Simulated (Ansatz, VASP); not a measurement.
# Two plane-wave programs on Be3Te

```xyz
4
Lattice="2.1600 1.2471 4.4781 -2.1600 1.2471 4.4781 0.0000 -2.4942 4.4781" Properties=species:S:1:pos:R:3 pbc="T T T"
Be    1.0802   -0.6236    7.0819
Be    0.0000    1.2473    7.0819
Be   -1.0802   -0.6236    7.0819
Te    0.0000    0.0000    9.3194
```

Alike in both runs: functional PBE; k mesh 5 × 5 × 5; occupations gaussian, width 0.2 eV; no spin polarisation.

Ansatz relaxed the structure, and its values are those at the end. VASP's run is a single point on that final structure, the one shown.

```csv
,VASP,Ansatz
version,VASP 6.6.1,Ansatz 0.2.0
potentials or method,"VASP PAW PBE potentials, release 64 (Be, Te), cutoff 600 eV","scalar-relativistic, plane waves, PAW"
valence electrons in the cell,12,22
```

VASP gave:

| Quantity | Value |
| --- | --- |
| gap on the k mesh at the Fermi level (eV) | none |
| pressure (GPa) | -0.3 |

Problem. What did Ansatz give for the same quantities?

Solution. gap on the k mesh at the Fermi level (eV): none; pressure (GPa): -0.4.

A gap of «none» marks a metal or a gap that the smearing closes. VASP's potentials hold 12 valence electrons a cell and Ansatz's 22, so a difference there can come from the potentials and not from the codes.

Spin-orbit coupling is off throughout.
